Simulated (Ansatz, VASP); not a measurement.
Two plane-wave programs on CdS

```xyz
4
Lattice="4.1500 0.0000 0.0000 -2.0750 3.5940 0.0000 0.0000 0.0000 6.7370" Properties=species:S:1:pos:R:3 pbc="T T T"
Cd    2.0750    1.1980    3.3685
Cd    0.0000    2.3960    0.0000
S     2.0750    1.1980    5.8949
S     0.0000    2.3960    2.5264
```

Alike in both runs: task single point; functional PBE-based screened hybrid with a share of 0.2 of exact exchange and HFSCREEN = 0.2; k mesh 4 × 4 × 2; occupations fermi-dirac, width 0.05 eV; no spin polarisation.

|  | VASP | Ansatz |
| --- | --- | --- |
| version | VASP 6.6.1 | Ansatz 0.2.0 |
| potentials or method | VASP PAW PBE potentials, release 64 (Cd, S) | Ansatz PAW |
| plane-wave cutoff (eV) | 520 | 420 |
| valence electrons in the cell | 36 | 52 |

Ansatz gave:

* gap on the k mesh at the Fermi level (eV): 2.03
* least direct gap on the mesh (eV): 2.03
* pressure (GPa): 1.2
* traceless stress, the component that is largest in VASP (GPa): 0.26
* rms of the force components (eV/Å): 0.035

Problem. What did VASP give for the same quantities?

Solution. gap on the k mesh at the Fermi level (eV): 2.03; least direct gap on the mesh (eV): 2.03; pressure (GPa): 1.5; traceless stress, the component that is largest in VASP (GPa): 0.26; rms of the force components (eV/Å): 0.035.

VASP's potentials were made for PBE, not for PBE-based screened hybrid. Atom by atom the forces differ by 0.001 eV/Å (rms over components). VASP's potentials hold 36 valence electrons a cell and Ansatz's 52, so a difference there can come from the potentials and not from the codes.

The k mesh is coarse, so the values compare programs but aren't converged.
